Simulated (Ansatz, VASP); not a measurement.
**Two plane-wave programs on W**

File INCAR:

```
SYSTEM = W
PREC = Accurate
ENCUT = 500
EDIFF = 1E-6
ISMEAR = 0
SIGMA = 0.15
LREAL = .FALSE.
LASPH = .TRUE.
NELM = 120
ALGO = Normal
ISIF = 2
LWAVE = .FALSE.
LCHARG = .FALSE.
GGA = PE
NBANDS = 13
GGA_COMPAT = .FALSE.
```

Contents of KPOINTS:

```
regular mesh
0
G
  20 20 20
  0 0 0
```

Contents of POSCAR:

```
W
1.0
   -1.5773337500      1.5973000000      1.5773337500
    1.6172662500     -1.5973000000      1.6172662500
    1.5773337500      1.5973000000     -1.5773337500
W
1
Direct
    0.0000000000      0.0000000000      0.0000000000
```

Input for Ansatz:

```yaml
crystal:
  lattice:
    - [-1.57733375, 1.5973, 1.57733375]
    - [1.61726625, -1.5973, 1.61726625]
    - [1.57733375, 1.5973, -1.57733375]
  atoms:
    - { symbol: W, position: [0.0, 0.0, 0.0] }
basis:
  ecutwfc: 420
kpoints:
  mp_grid: { grid: [20, 20, 20] }
hamiltonian:
  xc: pbe
scf:
  occupations: { method: gaussian, width: 0.15 }
output:
  forces: true
  stress: true
  eigenvalues: true
```

Change from the starting cell: strain +0.0250 x Voigt [0, 0, 0, 0, 1, 0], atoms carried along.

Alike in both runs: task single point; functional PBE; k mesh 20 × 20 × 20; occupations gaussian, width 0.15 eV; no spin polarisation.

|  | VASP | Ansatz |
| --- | --- | --- |
| version | VASP 6.6.1 | Ansatz 0.2.0 |
| potentials or method | VASP PAW PBE potentials, release 64 (W_sv), cutoff 500 eV | scalar-relativistic, plane waves, PAW |
| valence electrons in the cell | 14 | 14 |

|  | VASP | Ansatz | Ansatz less VASP |
| --- | --- | --- | --- |
| gap on the k mesh at the Fermi level (eV) | none | none | - |
| pressure (GPa) | -2.5 | -2.9 | -0.44 |
| traceless stress, the component that is largest in VASP (GPa) | -3.62 | -3.58 | +0.042 |

A gap of «none» marks a metal or a gap that the smearing closes.

Spin-orbit coupling is off throughout.
